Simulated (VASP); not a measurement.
# PtS2 (P-3m1) in VASP: a series of runs

PtS2 is run at these levels: PBE; tasks: relaxation of the atoms.

Program: VASP 6.6.1. These are calculated values, not measurements. Logs are shortened: lines on timing, memory, paths and dates and some standing lists are left out, and cuts for length are marked.

**1. The cell of the first run**

Symmetry: P-3m1, No. 164, trigonal system. Conventional cell: a = 3.479 Å, b = 3.479 Å, c = 5.769 Å, α = 90.00°, β = 90.00°, γ = 120.00°. Pt (site symmetry -3m) has 6 S at 2.29 Å within 3.0 Å. Within 3.0 Å of S (site symmetry 3m) lie 3 Pt at 2.29 Å and 3 S at 2.96 Å.

**2. Relaxation of the atoms, PBE (20.15 Å³/atom)**

INCAR

```
PREC = Accurate
ENCUT = 520
EDIFF = 1E-6
ISMEAR = 0
SIGMA = 0.05
LREAL = F
LASPH = T
NELM = 80
ALGO = Normal
ISIF = 2
LWAVE = F
LCHARG = F
GGA = PE
IBRION = 2
NSW = 50
EDIFFG = -0.01
```

KPOINTS

```
Automatic mesh
0
Gamma
  12 12 6
```

POSCAR

```
PtS2
1.0
    3.4786160478      0.0000000000      0.0000000000
   -1.7393080239      3.0125698674      0.0000000000
    0.0000000000      0.0000000000      5.7689368536
Pt S
1 2
Direct
    0.0000000000      0.0000000000      0.0000000000
    0.3333333333      0.6666666667      0.1889525212
    0.6666666667      0.3333333333      0.8110474788
```

Potentials or basis: VASP PAW PBE potentials, release 64 (Pt, S).

Command:

```sh
cat potpaw_PBE.64/Pt/POTCAR potpaw_PBE.64/S/POTCAR > POTCAR
mpirun -np 1 vasp_std > vasp.out
```

OUTCAR:

```text
PREC = Accurate
   ENCUT = 520
   EDIFF = 1E-6
   ISMEAR = 0
   LREAL = F
   LASPH = T
   NELM = 80
   ISIF = 2
   GGA = PE
   IBRION = 2
   NSW = 50
   EDIFFG = -0.01

 ion  position               nearest neighbor table
   1  0.000  0.000  0.000-   2 2.29   3 2.29   2 2.29   3 2.29   3 2.29   2 2.29
   2  0.333  0.667  0.189-   1 2.29   1 2.29   1 2.29
   3  0.667  0.333  0.811-   1 2.29   1 2.29   1 2.29

  LATTYP: Found a hexagonal cell.
 ALAT       =     3.4786160478
 C/A-ratio  =     1.6584000000

  Lattice vectors:

 A1 = (   3.4786160478,   0.0000000000,   0.0000000000)
 A2 = (  -1.7393080239,   3.0125698674,   0.0000000000)
 A3 = (   0.0000000000,   0.0000000000,   5.7689368536)

Analysis of symmetry for initial positions (statically):
=====================================================================
 Subroutine PRICEL returns:
 Original cell was already a primitive cell.

 Routine SETGRP: Setting up the symmetry group for a
 hexagonal supercell.

 Subroutine GETGRP returns: Found 12 space group operations
 (whereof 12 operations were pure point group operations)
 out of a pool of 24 trial point group operations.

The static configuration has the point symmetry D_3d.

Analysis of symmetry for dynamics (positions and initial velocities):
=====================================================================
 Subroutine PRICEL returns:
 Original cell was already a primitive cell.

 Routine SETGRP: Setting up the symmetry group for a
 hexagonal supercell.

 Subroutine GETGRP returns: Found 12 space group operations
 (whereof 12 operations were pure point group operations)
 out of a pool of 24 trial point group operations.

The dynamic configuration has the point symmetry D_3d.

 Subroutine INISYM returns: Found 12 space group operations
 (whereof 12 operations are pure point group operations),
 and found     1 'primitive' translations

----------------------------------------------------------------------------------------

                                     Primitive cell

  volume of cell :      60.4560

  direct lattice vectors                    reciprocal lattice vectors
     3.478616048  0.000000000  0.000000000     0.287470645  0.165971254  0.000000000
    -1.739308024  3.012569867  0.000000000     0.000000000  0.331942509  0.000000000
     0.000000000  0.000000000  5.768936854     0.000000000  0.000000000  0.173342164

[... 101 lines left out ...]
   EFERMI_NEDOS =   21; number of points for ismear=-14 and -15
   IALGO  =     38    algorithm
   IMIX   =      4    mixing-type and parameters
     AMIX     =   0.40;   BMIX     =  1.00
     AMIX_MAG =   1.60;   BMIX_MAG =  1.00
  volume/ion in A,a.u.               =      20.15       135.99
  Fermi-wavevector in a.u.,A,eV,Ry     =   1.168788  2.208690 18.586463  1.366067
  Thomas-Fermi vector in A             =   2.305270
   LORBIT       =      0    0 simple, 1 ext, 2 COOP (PROOUT), +10 PAW based schemes
   GGA     = PE    functional components
   LHFCALC =     F    Hartree Fock is set to
   AEXX    =    0.0000 exact exchange contribution
   IVDW    =     0    specifies the selected vdW correction
   LEPSILON=     F    determine dielectric tensor
   LRPA    =     F    only Hartree local field effects (RPA)
 conjugate gradient relaxation of ions
 non-spin polarized calculation
 Gauss-broadening in eV      SIGMA  =   0.05
  energy-cutoff  :      520.00
  volume of cell :       60.46
 maximum number of plane-waves:      1677
 NGX is ok and might be reduce to    28
   NGX = 13   NGY = 13   NGZ = 21

--------------------------------------- Ionic step        1  -------------------------------------------

 number of electron      22.0000001 magnetization

 Free energy of the ion-electron system (eV)
  ---------------------------------------------------
  ext. energy  EPLUGINS =         0.00000000
  ---------------------------------------------------
  free energy    TOTEN  =       -14.87621262 eV

  energy without entropy =      -14.87621262  energy(sigma->0) =      -14.87621262

------------------------ aborting loop because EDIFF is reached ----------------------------------------

  FORCE on cell =-STRESS in cart. coord.  units (eV):
  Direction    XX          YY          ZZ          XY          YZ          ZX
  --------------------------------------------------------------------------------------
  -------------------------------------------------------------------------------------
  Total        8.7355318      8.7355318      6.3741129      0.0000000     -0.0000000      0.0000000
  in kB      231.5050792    231.5050792    168.9238312      0.0000000     -0.0000000      0.0000000
  external PRESSURE =     210.6446632 kB  Pullay stress =       0.0000000 kB
[... 172 lines left out ...]
--------------------------------------- Ionic step        6  -------------------------------------------

 number of electron      22.0000001 magnetization

 Free energy of the ion-electron system (eV)
  ---------------------------------------------------
  ext. energy  EPLUGINS =         0.00000000
  ---------------------------------------------------
  free energy    TOTEN  =       -15.38968371 eV

  energy without entropy =      -15.38968371  energy(sigma->0) =      -15.38968371

 E-fermi :   5.3801     XC(G=0):  -9.9766

 val. band max:        5.1245680310   @ k =   0.0000   0.1667   0.3333
 cond. band min:       6.3182149294   @ k =   0.0000   0.2500   0.3333
 fundamental gap:      1.1936468983
 Fermi energy:         5.3800606034

 k-point     1 :       0.0000    0.0000    0.0000
  band No.  band energies     occupation
      1      -9.4783      2.00000
      2      -7.1310      2.00000
      3      -1.1032      2.00000
      4      -0.7950      2.00000
      5      -0.7950      2.00000
      6       1.8127      2.00000
      7       1.8127      2.00000
      8       3.4832      2.00000
      9       4.6317      2.00000
     10       4.6317      2.00000
     11       4.8183      2.00000
     12       7.9408      0.00000
     13       7.9408      0.00000
     14      10.8276      0.00000
[... 401 lines left out ...]
      2      -7.2549      2.00000
      3      -0.9046      2.00000
      4      -0.6026      2.00000
      5      -0.4588      2.00000
      6       1.1931      2.00000
      7       1.6096      2.00000
      8       2.8701      2.00000
      9       4.2881      2.00000
     10       4.7172      2.00000
     11       5.0892      2.00000
     12       6.8938      0.00000
     13       7.5838      0.00000
     14      11.7555      0.00000
     15      12.0920      0.00000

 [... further k-points ...]
[... 5 lines left out ...]
  --------------------------------------------------------------------------------------
  -------------------------------------------------------------------------------------
  Total        2.3063495      2.3063495      0.3446157      0.0000000      0.0000000      0.0000000
  in kB       61.1218215     61.1218215      9.1328468      0.0000000      0.0000000      0.0000000
  external PRESSURE =      43.7921633 kB  Pullay stress =       0.0000000 kB
[... 18 lines left out ...]
  FREE ENERGIE OF THE ION-ELECTRON SYSTEM (eV)
  ---------------------------------------------------
  free  energy   TOTEN  =       -15.3896837067 eV

  energy  without entropy=      -15.3896837067  energy(sigma->0) =      -15.38968371

 reached required accuracy - stopping structural energy minimisation
```

CONTCAR:

```text
PtS2
   1.00000000000000
     3.4786160478000001    0.0000000000000000    0.0000000000000000
    -1.7393080239000001    3.0125698673999999    0.0000000000000000
     0.0000000000000000    0.0000000000000000    5.7689368535999996
  Pt              S
     1     2
Direct
     1.0000000000000000    0.0000000000000000    0.0000000000000000
     0.3333333332999970    0.6666666667000030    0.2212578873357331
     0.6666666667000030    0.3333333332999970    0.7787421126642669

  0.00000000E+00  0.00000000E+00  0.00000000E+00
  0.00000000E+00  0.00000000E+00  0.00000000E+00
  0.00000000E+00  0.00000000E+00  0.00000000E+00
```

Wall time 3.8 min (1 thread of Intel Xeon Platinum 8259CL at 2.50GHz (Skylake/Cascade Lake), shared host); peak memory 0.25 GiB.

What came out:

```
Free energy               : -15.3897 eV
Energy gained by relaxing : 171.2 meV/atom
Ionic steps               : 6
Pressure after relaxing   : 4.4 GPa
Band gap on the k mesh    : 1.19 eV (least direct gap 1.30 eV)
```

The path:
```csv
step,energy change (eV),largest force (eV/Å),pressure (GPa)
1,0.0000,2.8681,21.06
2,-0.4817,0.6713,8.18
3,-0.5135,0.0101,4.44
4,-0.5133,0.0395,4.16
5,-0.5135,0.0125,4.31
6,-0.5135,0.0001,4.38
```

Final structure:
```
CELL_PARAMETERS angstrom
3.47862 0.00000 0.00000
-1.73931 3.01257 0.00000
0.00000 0.00000 5.76894
ATOMIC_POSITIONS crystal
Pt 0.00000 0.00000 0.00000
S 0.33333 0.66667 0.22126
S 0.66667 0.33333 0.77874
```

Caveat: spin-orbit coupling is left out, which moves the levels of the heavy elements; this functional lacks dispersion, which binds layers or chains, so the pressure and a relaxed spacing across them are unreliable. PBE gaps usually lie below the measured ones, often by a third to a half.

**3. Relaxation of the atoms, PBE (23.99 Å³/atom)**

This run uses another cell than the first one, of 23.99 Å³/atom.

INCAR

```
SYSTEM = PtS2
  PREC = Accurate
  ENCUT = 520
  EDIFF = 1E-6
  ISMEAR = 0
  SIGMA = 0.05
  LREAL = .False.
  LASPH = .True.
  NELM = 100
  ALGO = Normal
  ISIF = 2
  LWAVE = .False.
  LCHARG = .False.
  GGA = PE
  IBRION = 2
  NSW = 50
  EDIFFG = -0.01
```

KPOINTS

```
regular mesh
0
Gamma
  12 12 6
  0 0 0
```

POSCAR

```
PtS2
1.0
    3.3660711220      0.0000000000      0.0000000000
   -1.6830355610      2.9151031026      0.0000000000
    0.0000000000      0.0000000000      7.3346689747
Pt S
1 2
Direct
    0.0000000000      0.0000000000      0.0000000000
    0.3333333333      0.6666666667      0.1889525212
    0.6666666667      0.3333333333      0.8110474788
```

Potentials or basis: VASP PAW PBE potentials, release 64 (Pt, S).

Command:

```sh
cat potpaw_PBE.64/Pt/POTCAR potpaw_PBE.64/S/POTCAR > POTCAR
mpirun -np 1 vasp_std > vasp.out
```

Wall time 3.6 min (1 thread of Oxide Virtual Turin-like, shared host); peak memory 0.25 GiB.

It converged, with:

| Item | Value |
| --- | --- |
| Free energy | -15.1964 eV |
| Energy gained by relaxing | 6.0 meV/atom |
| Ionic steps | 3 |
| Pressure after relaxing | 6.5 GPa |
| Largest force after relaxing | 0.004 eV/Å |
| Band gap on the k mesh | 1.49 eV (least direct gap 1.80 eV) |

Forces on the atoms (eV/Å):
```
Pt   0.000  0.000  0.000
S    0.000  0.000 -0.004
S    0.000  0.000  0.004
```

Stress tensor (GPa, compression positive):
```
 9.84  0.00  0.00
 0.00  9.84  0.00
 0.00  0.00 -0.15
```

Step by step:
| step | energy change (eV) | largest force (eV/Å) | pressure (GPa) |
| --- | --- | --- | --- |
| 1 | 0.0000 | 0.4846 | 4.02 |
| 2 | -0.0156 | 0.1772 | 5.62 |
| 3 | -0.0179 | 0.0044 | 6.51 |

Final structure:
```
Pt S
1.0
     3.36607    0.00000    0.00000
    -1.68304    2.91510    0.00000
     0.00000    0.00000    7.33467
Pt S
1 2
Direct
  0.00000 0.00000 0.00000
  0.33333 0.66667 0.18404
  0.66667 0.33333 0.81596
```

Levels at points of the mesh, in eV from the valence-band top:
| k point | band 7 | band 8 | band 9 | band 10 | band 11 | band 12 | band 13 | band 14 | band 15 |
| --- | --- | --- | --- | --- | --- | --- | --- | --- | --- |
| (0.00, 0.00, 0.00) | -3.17 | -1.53 | -1.16 | -0.09 | -0.09 | 3.15 | 3.15 | 5.24 | 6.29 |
| (0.50, 0.00, 0.00) | -2.57 | -2.11 | -2.05 | -1.75 | -1.52 | 2.90 | 2.93 | 5.38 | 6.49 |
| (0.00, 0.00, 0.50) | -3.17 | -1.54 | -1.36 | -0.09 | -0.09 | 3.16 | 3.16 | 5.95 | 6.94 |
| (0.50, 0.00, 0.50) | -2.60 | -2.11 | -1.94 | -1.74 | -1.53 | 2.88 | 3.07 | 5.14 | 6.22 |

Caveat: spin-orbit coupling is left out, which moves the levels of the heavy elements; this functional lacks dispersion, which binds layers or chains, so the pressure and a relaxed spacing across them are unreliable. A k mesh can miss the band edges.
